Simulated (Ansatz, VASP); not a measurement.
## Ni: VASP beside Ansatz

Contents of POSCAR:

```
Ni
1.0
    0.0000000000      1.7330608651      1.7330608651
    1.7330608651      0.0000000000      1.7330608651
    1.7330608651      1.7330608651      0.0000000000
Ni
1
Direct
    0.0000000000      0.0000000000      0.0000000000
```

The input INCAR.step1:

```
PREC = Accurate ; ENCUT = 520
ISMEAR = 1 ; SIGMA = 0.01
LREAL = False ; LASPH = True
NELM = 60 ; NBANDS = 11
GGA = PE ; ALGO = Normal
EDIFF = 1E-4 ; LWAVE = True
LCHARG = False
```

The input INCAR.step2:

```
PREC = Accurate ; ENCUT = 520
EDIFF = 1E-7 ; ISMEAR = 1
SIGMA = 0.01 ; LREAL = False
LASPH = True ; NELM = 60
ALGO = Normal ; ISIF = 2
LWAVE = False ; LCHARG = True
METAGGA = R2SCAN ; LMIXTAU = True
LELF = True ; LVHAR = True
NBANDS = 11 ; ISTART = 1
```

The input KPOINTS:

```
Automatic mesh
0
Gamma
  15 15 15
```

Input for Ansatz:

```yaml
crystal:
  lattice:
    - [0.0, 1.7330608651, 1.7330608651]
    - [1.7330608651, 0.0, 1.7330608651]
    - [1.7330608651, 1.7330608651, 0.0]
  atoms:
    - { symbol: Ni, position: [0.0, 0.0, 0.0] }
hamiltonian:
  xc: r2scan
  pseudopotentials:
    kind: paw
    azcp:
      Ni: "pseudopotentials/Ni.paw.azcp"
basis:
  ecutwfc: 500
  fft_grid_basis: typed
kpoints:
  mp_grid: { grid: [15, 15, 15], shift: [0, 0, 0] }
magnetization:
  spin_polarized: false
scf:
  occupations: { method: cold, width: 0.01 }
  lower_state_search: "off"
output:
  stress: true
```

Alike in both runs: task single point; functional r2SCAN; k mesh 15 × 15 × 15; no spin polarisation.

|  | VASP | Ansatz |
| --- | --- | --- |
| version | VASP 6.6.1 | Ansatz 0.2.0 |
| potentials or method | VASP PAW PBE potentials, release 64 (Ni), cutoff 520 eV | plane waves (500 eV) with PAW, scalar-relativistic |
| occupations | methfessel-paxton of order 1, width 0.01 eV | cold, width 0.01 eV |
| valence electrons in the cell | 10 | 18 |

```csv
,VASP,Ansatz,Ansatz less VASP
pressure (GPa),-0.1,-0.8,-0.62
```

VASP's potentials were made for PBE, not for r2SCAN. VASP's potentials hold 10 valence electrons a cell and Ansatz's 18, so a difference there can come from the potentials and not from the codes.
